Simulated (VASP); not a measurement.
# Lu (Im-3m) in VASP: notebook

Lu is run at these levels: LDA, r2SCAN; tasks: single point.

Program: VASP 6.6.1. These are calculated values, not measurements. Logs are shortened: lines on timing, memory, paths and dates and some standing lists are left out, and cuts for length are marked.

## 1. The cell of the first run

Symmetry: Im-3m, No. 229, cubic system. Conventional cell: a = 3.908 Å, b = 3.908 Å, c = 3.908 Å, α = 90.00°, β = 90.00°, γ = 90.00°. Lu (site symmetry m-3m) has 14 Lu at 3.38 to 3.91 Å within 4.4 Å.

This isn't the form of Lu at room conditions, which is hcp.

## 2. Single point, LDA, non-collinear spin, zero start, spin-orbit coupling

The input, INCAR:

```
  ALGO = Normal
  EDIFF = 1E-6
  ENCUT = 600
  GGA = CA
  GGA_COMPAT = False
  ISIF = 2
  ISMEAR = 1
  LASPH = True
  LCHARG = False
  LORBIT = 11
  LORBMOM = True
  LREAL = False
  LSORBIT = True
  LWAVE = False
  MAGMOM = 0 0 0
  NBANDS = 36
  NELM = 200
  PREC = Accurate
  SIGMA = 0.025
```

The input, KPOINTS:

```
k-points
0
Gamma
  8 8 8
```

The input, POSCAR:

```
Lu
1.0
   -1.9541071100      1.9541071100      1.9541071100
    1.9541071100     -1.9541071100      1.9541071100
    1.9541071100      1.9541071100     -1.9541071100
Lu
1
Direct
    0.0000000000      0.0000000000      0.0000000000
```

Potentials or basis: VASP PAW PBE potentials, release 64 (Lu).

Launch:

```bash
cat potpaw_PBE.64/Lu/POTCAR > POTCAR
mpirun -np 1 vasp_ncl > vasp.out
```

OUTCAR:

```text
EDIFF = 1E-6
   ENCUT = 600
   GGA = CA
   ISIF = 2
   ISMEAR = 1
   LASPH = True
   LORBIT = 11
   LREAL = False
   LSORBIT = True
   NELM = 200
   PREC = Accurate

 ion  position               nearest neighbor table
   1  0.000  0.000  0.000-

  LATTYP: Found a body centered cubic cell.
 ALAT       =     3.9082142200

  Lattice vectors:

 A1 = (  -1.9541071100,   1.9541071100,   1.9541071100)
 A2 = (   1.9541071100,  -1.9541071100,   1.9541071100)
 A3 = (   1.9541071100,   1.9541071100,  -1.9541071100)

Analysis of symmetry for initial positions (statically):
=====================================================================
 Subroutine PRICEL returns:
 Original cell was already a primitive cell.

 Routine SETGRP: Setting up the symmetry group for a
 body centered cubic supercell.

 Subroutine GETGRP returns: Found 48 space group operations
 (whereof 48 operations were pure point group operations)
 out of a pool of 48 trial point group operations.

The static configuration has the point symmetry O_h .

Analysis of symmetry for dynamics (positions and initial velocities):
=====================================================================
 Subroutine PRICEL returns:
 Original cell was already a primitive cell.

 Routine SETGRP: Setting up the symmetry group for a
 body centered cubic supercell.

 Subroutine GETGRP returns: Found 48 space group operations
 (whereof 48 operations were pure point group operations)
 out of a pool of 48 trial point group operations.

The dynamic configuration has the point symmetry O_h .

Analysis of structural, dynamic, and magnetic symmetry:
=====================================================================
 Subroutine PRICEL returns:
 Original cell was already a primitive cell.

 Routine SETGRP: Setting up the symmetry group for a
 body centered cubic supercell.

 Subroutine GETGRP returns: Found 48 space group operations
 (whereof 48 operations were pure point group operations)
 out of a pool of 48 trial point group operations.

The overall configuration has the point symmetry O_h .

 Subroutine INISYM returns: Found 48 space group operations
 (whereof 48 operations are pure point group operations),
 and found     1 'primitive' translations

----------------------------------------------------------------------------------------

                                     Primitive cell

  volume of cell :      29.8473

  direct lattice vectors                    reciprocal lattice vectors
    -1.954107110  1.954107110  1.954107110     0.000000000  0.255871338  0.255871338
     1.954107110 -1.954107110  1.954107110     0.255871338  0.000000000  0.255871338
     1.954107110  1.954107110 -1.954107110     0.255871338  0.255871338  0.000000000

  length of vectors
     3.384612798  3.384612798  3.384612798     0.361856716  0.361856716  0.361856716

  position of ions in fractional coordinates (direct lattice)
     0.000000000  0.000000000  0.000000000

  ion indices of the primitive-cell ions
   primitive index   ion index
                 1           1

----------------------------------------------------------------------------------------

 KPOINTS: k-points

Automatic generation of k-mesh.
 Grid dimensions read from file:
 generate k-points for:    8    8    8

 Generating k-lattice:

  Cartesian coordinates                     Fractional coordinates (reciprocal lattice)
     0.000000000  0.031983917  0.031983917     0.125000000  0.000000000  0.000000000
     0.031983917  0.000000000  0.031983917     0.000000000  0.125000000  0.000000000
     0.031983917  0.031983917  0.000000000     0.000000000  0.000000000  0.125000000

  Length of vectors
     0.045232089  0.045232089  0.045232089

  Shift w.r.t. Gamma in fractional coordinates (k-lattice)
[... 47 lines left out ...]
   LNONCOLLINEAR =      T non collinear calculations
   LSORBIT =      T    spin-orbit coupling
   LASPH  =      T    aspherical Exc in radial PAW
   ENCUT  =  600.0 eV  44.10 Ry    6.64 a.u.   6.76  6.76  6.76*2*pi/ulx,y,z
   NELM   =    200;   NELMIN=  2; NELMDL= -5     # of ELM steps
   EDIFF  = 0.1E-05   stopping-criterion for ELM
   LREAL  =      F    real-space projection
   EDIFFG = 0.1E-04   stopping-criterion for IOM
   NSW    =      0    number of steps for IOM
   IBRION =     -1    ionic relax: 0-MD 1-quasi-New 2-CG
   NFREE  =      0    steps in history (QN), initial steepest desc. (CG)
   ISIF   =      2    stress and relaxation
   ISYM   =      2    0-nonsym 1-usesym 2-fastsym
   POTIM  = 0.5000    time-step for ionic-motion
   TEBEG  =    0.0;   TEEND  =   0.0 temperature during run
   PSTRESS=    0.0 pullay stress
   NELECT =      25.0000    total number of electrons
   NUPDOWN=      -1.0000    fix difference up-down
   EMIN   =  10.00;   EMAX   =-10.00  energy-range for DOS
   EFERMI =   0.00;   METHOD = LEGACY
   ISMEAR =     1;   SIGMA  =   0.03  broadening in eV -4-tet -1-fermi 0-gaus
   EFERMI_NEDOS =   21; number of points for ismear=-14 and -15
   IALGO  =     38    algorithm
   IMIX   =      4    mixing-type and parameters
     AMIX     =   0.40;   BMIX     =  1.00
     AMIX_MAG =   1.60;   BMIX_MAG =  1.00
  volume/ion in A,a.u.               =      29.85       201.42
  Fermi-wavevector in a.u.,A,eV,Ry     =   1.543191  2.916209 32.401456  2.381440
  Thomas-Fermi vector in A             =   2.648889
   LORBIT       =     11    0 simple, 1 ext, 2 COOP (PROOUT), +10 PAW based schemes
   GGA     = CA    functional components
   LHFCALC =     F    Hartree Fock is set to
   AEXX    =    0.0000 exact exchange contribution
   IVDW    =     0    specifies the selected vdW correction
   LEPSILON=     F    determine dielectric tensor
   LRPA    =     F    only Hartree local field effects (RPA)
 Methfessel and Paxton  Order N= 1 SIGMA  =   0.03
  energy-cutoff  :      600.00
  volume of cell :       29.85
 maximum number of plane-waves:      2018
   NGX = 13   NGY = 13   NGZ = 13

 number of electron      25.0000000 magnetization       0.0000000      0.0000000      0.0000000

 number of electron      24.9999996 magnetization       0.0000000     -0.0000000     -0.0000000

 number of electron      24.9999996 magnetization      -0.0000000      0.0000000      0.0000000

 Free energy of the ion-electron system (eV)
  ---------------------------------------------------
  ext. energy  EPLUGINS =         0.00000000
  ---------------------------------------------------
  free energy    TOTEN  =        -5.70833771 eV

  energy without entropy =       -5.70776454  energy(sigma->0) =       -5.70814665

 E-fermi :   1.9732     XC(G=0): -10.8651

 val. band max:        1.9672213704   @ k =   0.2500   0.1250   0.1250
 cond. band min:       1.9778688947   @ k =   0.2500   0.2500   0.1250
 fundamental gap:      0.0106475244
 Fermi energy:         1.9732088769

 k-point     1 :       0.0000    0.0000    0.0000
  band No.  band energies     occupation
      1     -54.2319      1.00000
      2     -54.2319      1.00000
      3     -29.1310      1.00000
      4     -29.1310      1.00000
      5     -22.8558      1.00000
      6     -22.8558      1.00000
[... 925 lines left out ...]
     35      11.5859      0.00000
     36      11.5859      0.00000

 [... further k-points ...]
[... 5 lines left out ...]
  --------------------------------------------------------------------------------------
  -------------------------------------------------------------------------------------
  Total       -1.1054534     -1.1054534     -1.1054534      0.0000000      0.0000000      0.0000000
  in kB      -59.3397782    -59.3397782    -59.3397782      0.0000000      0.0000000      0.0000000
  external PRESSURE =     -59.3397782 kB  Pullay stress =       0.0000000 kB

 VOLUME and BASIS-vectors are now :
 -----------------------------------------------------------------------------
  energy-cutoff  :      600.00
  volume of cell :       29.85
      direct lattice vectors                 reciprocal lattice vectors
    -1.954107110  1.954107110  1.954107110     0.000000000  0.255871338  0.255871338
     1.954107110 -1.954107110  1.954107110     0.255871338  0.000000000  0.255871338
     1.954107110  1.954107110 -1.954107110     0.255871338  0.255871338  0.000000000

 POSITION                                       TOTAL-FORCE (eV/Angst)
 -----------------------------------------------------------------------------------
      0.00000      0.00000      0.00000        -0.000000      0.000000      0.000000
 -----------------------------------------------------------------------------------
    total drift:                               -0.000000     -0.000000     -0.000000

  FREE ENERGIE OF THE ION-ELECTRON SYSTEM (eV)
  ---------------------------------------------------
  free  energy   TOTEN  =        -5.7083377060 eV

  energy  without entropy=       -5.7077645424  energy(sigma->0) =       -5.70814665

 orbital moment (x)

 # of ion     p       d       f       tot
 ------------------------------------------------
  1        -0.000  -0.000   0.000   0.000
 ------------------------------------------------
           -0.000  -0.000   0.000   0.000

 orbital moment (y)

 # of ion     p       d       f       tot
 ------------------------------------------------
  1         0.000   0.000   0.000   0.000
 ------------------------------------------------
            0.000   0.000   0.000   0.000

 orbital moment (z)

 # of ion     p       d       f       tot
 ------------------------------------------------
  1         0.000   0.000   0.000   0.000
 ------------------------------------------------
            0.000   0.000   0.000   0.000

 Spin-Orbit-Coupling matrix elements

 Ion:    1  E_soc:     -1.4656837
 l=   1
     0.0000000    -0.2366772    -0.2366772
    -0.2366772     0.0000000    -0.2366772
    -0.2366772    -0.2366772     0.0000000
 l=   2
     0.0000000     0.0004891     0.0000000     0.0004891    -0.0022291
     0.0004891     0.0000000    -0.0016718     0.0004891    -0.0005573
     0.0000000    -0.0016718     0.0000000    -0.0016718     0.0000000
     0.0004891     0.0004891    -0.0016718     0.0000000    -0.0005573
    -0.0022291    -0.0005573     0.0000000    -0.0005573     0.0000000
 l=   3
     0.0000000    -0.0006445     0.0000000     0.0000000     0.0000000    -0.0006130    -0.0037366
    -0.0006445     0.0000000    -0.0010742     0.0000000    -0.0010742    -0.0017188    -0.0006445
     0.0000000    -0.0010742     0.0000000    -0.0024823    -0.0004080    -0.0010493     0.0000000
     0.0000000     0.0000000    -0.0024823     0.0000000    -0.0024823     0.0000000     0.0000000
     0.0000000    -0.0010742    -0.0004080    -0.0024823     0.0000000    -0.0010493     0.0000000
    -0.0006130    -0.0017188    -0.0010493     0.0000000    -0.0010493     0.0000000    -0.0006130
    -0.0037366    -0.0006445     0.0000000     0.0000000     0.0000000    -0.0006130     0.0000000

 total charge

# of ion       s       p       d       f       tot
--------------------------------------------------
    1        2.356   6.049   0.792  13.957  23.153

 magnetization (x)

# of ion       s       p       d       f       tot
--------------------------------------------------
    1       -0.000  -0.000   0.000   0.000  -0.000

 magnetization (y)

# of ion       s       p       d       f       tot
--------------------------------------------------
    1       -0.000  -0.000   0.000  -0.000  -0.000

 magnetization (z)

# of ion       s       p       d       f       tot
--------------------------------------------------
    1       -0.000  -0.000   0.000   0.000  -0.000
```

It took 33 s on 1 thread of Intel Xeon 6975P-C (Granite Rapids), shared host; peak memory 0.24 GiB.

What came out:

```
Free energy                                           : -5.7083 eV
Pressure                                              : -5.9 GPa
Net moment                                            : 0.00 μB per cell
Valence electrons inside the program's atomic spheres : Lu 23.15
```

Moments on the atoms (μB; x, y, z):
```
Lu  0.00 0.00 0.00
```

Caveat: the cell stands under tension; the PAW data sets were made with another functional, which shifts forces and pressure a little.

## 3. Single point, r2SCAN

POSCAR is that of step 2.

The input, INCAR.step1:

```
PREC = Accurate
ENCUT = 660
ISMEAR = -5
SIGMA = 0.1
LREAL = F
LASPH = T
NELM = 120
NBANDS = 18
GGA = PE
ALGO = Normal
EDIFF = 1E-5
LWAVE = T
LCHARG = F
GGA_COMPAT = F
```

The input, INCAR.step2:

```
PREC = Accurate
ENCUT = 660
EDIFF = 1E-6
ISMEAR = -5
SIGMA = 0.1
LREAL = F
LASPH = T
NELM = 120
ALGO = Normal
ISIF = 2
LWAVE = F
LCHARG = F
METAGGA = R2SCAN
LMIXTAU = T
NBANDS = 18
ISTART = 1
GGA_COMPAT = F
```

The input, KPOINTS:

```
Automatic mesh
0
Gamma
  10 10 10
```

Potentials or basis: VASP PAW PBE potentials, release 64 (Lu).

Launch:

```bash
cat potpaw_PBE.64/Lu/POTCAR > POTCAR
cp INCAR.step1 INCAR
mpirun -np 1 vasp_std > vasp.out
cp INCAR.step2 INCAR
mpirun -np 1 vasp_std > vasp.out
```

It took 99 s on 1 thread of Intel Xeon Platinum 8488C (Sapphire Rapids), shared host; peak memory 0.2 GiB.

The run converged. Its results:

* Free energy: -37.9473 eV
* Pressure: 0.0 GPa
* Band gap on the k mesh: zero (an odd number of electrons rules out a gap without spin polarisation)

Levels at points of the mesh, in eV from the Fermi level:
```
           k point  band 8  band 9  band 10  band 11  band 12  band 13  band 14  band 15  band 16  band 17
(0.00, 0.00, 0.00)   -5.44   -5.35    -5.35    -5.35    -5.33     2.42     2.42     2.42     4.55     4.55
(0.50, 0.00, 0.00)   -5.37   -5.36    -5.35    -5.34    -2.53     0.26     0.58     4.38     5.31     7.36
(0.50, 0.50, 0.50)   -5.40   -5.34    -5.34    -5.34    -1.57    -1.57     5.86     5.86     5.86     6.69
```

Caveat: the PAW data sets were made with another functional, which shifts forces and pressure a little; spin-orbit coupling is left out, which moves the levels of the heavy elements; tetrahedron occupations give inexact forces and stress in metals.
